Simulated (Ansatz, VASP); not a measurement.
# B2W in VASP and in Ansatz

```
B W
1.0
     2.98788    0.00000    0.00000
    -1.49394    2.58758    0.00000
     0.00000    0.00000    3.30424
B W
2 1
Direct
  0.33333 0.66667 0.50000
  0.66667 0.33333 0.50000
  0.00000 0.00000 0.00000
```

Alike in both runs: task relaxation of cell and atoms; functional LDA; k mesh 18 × 18 × 12; occupations fermi-dirac, width 0.15 eV; no spin polarisation.

|  | VASP | Ansatz |
| --- | --- | --- |
| version | VASP 6.6.1 | Ansatz 0.2.0 |
| potentials or method | VASP PAW LDA potentials, release 64 (B, W_sv), cutoff 600 eV | scalar-relativistic, plane waves, PAW |
| valence electrons in the cell | 20 | 20 |

Ansatz gave:

| Quantity | Value |
| --- | --- |
| gap on the k mesh at the Fermi level, each at its own relaxed structure (eV) | none |
| relaxed volume (Å³/atom) | 8.53 |
| relaxed length of the cell vector where the two differ most in proportion (Å) | 3.310 |

What did VASP give for the same quantities?

gap on the k mesh at the Fermi level, each at its own relaxed structure (eV): none; relaxed volume (Å³/atom): 8.56; relaxed length of the cell vector where the two differ most in proportion (Å): 3.317.

LDA's correlation is that of Perdew and Zunger in VASP and of Perdew and Wang (1992) in Ansatz. A gap of «none» marks a metal or a gap that the smearing closes.

Spin-orbit coupling is off throughout.
